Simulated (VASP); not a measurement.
MgZrC, 3 atoms in the cell. Symmetry: P4/mmm, No. 123, tetragonal system. The conventional cell has a = 3.273 Å, b = 3.273 Å, c = 4.506 Å, α = 90.00°, β = 90.00°, γ = 90.00°. Within 3.0 Å of Mg (site symmetry 4/mmm) lie 2 C at 2.25 Å. Zr (site symmetry 4/mmm) has 4 C at 2.31 Å within 3.1 Å. Within 3.0 Å of C (site symmetry 4/mmm) lie 2 Mg at 2.25 Å and 4 Zr at 2.31 Å. 

| Item | Value |
| --- | --- |
| Program | VASP 6.6.1 |
| Task | single point |
| Functional | PBE |
| Potentials or basis | VASP PAW PBE potentials, release 64 (Mg, Zr_sv, C) |
| Cutoff | 520 eV |
| k mesh | 14 × 14 × 10 |
| Occupations | gaussian, width 0.1 eV |
| Spin | no spin polarisation |
| Dipole correction | no |
| Further INCAR settings | ALGO = Normal; EDIFF = 1e-06; NBANDS = 16 |

Potentials or basis: VASP PAW PBE potentials, release 64 (Mg, Zr_sv, C).

The run is started by

```sh
$ cat potpaw_PBE.64/Mg/POTCAR potpaw_PBE.64/Zr_sv/POTCAR potpaw_PBE.64/C/POTCAR > POTCAR
$ mpirun -np 1 vasp_std > vasp.out
```

Hardware: 1 thread of Oxide Virtual Turin-like Processor, on a shared host.

Q: How long does it take, and how much memory?

A: It took 3.2 min on 1 thread of Oxide Virtual Turin-like Processor (shared host), peak memory 0.28 GiB. Counts: scf iterations 13, k points 216.
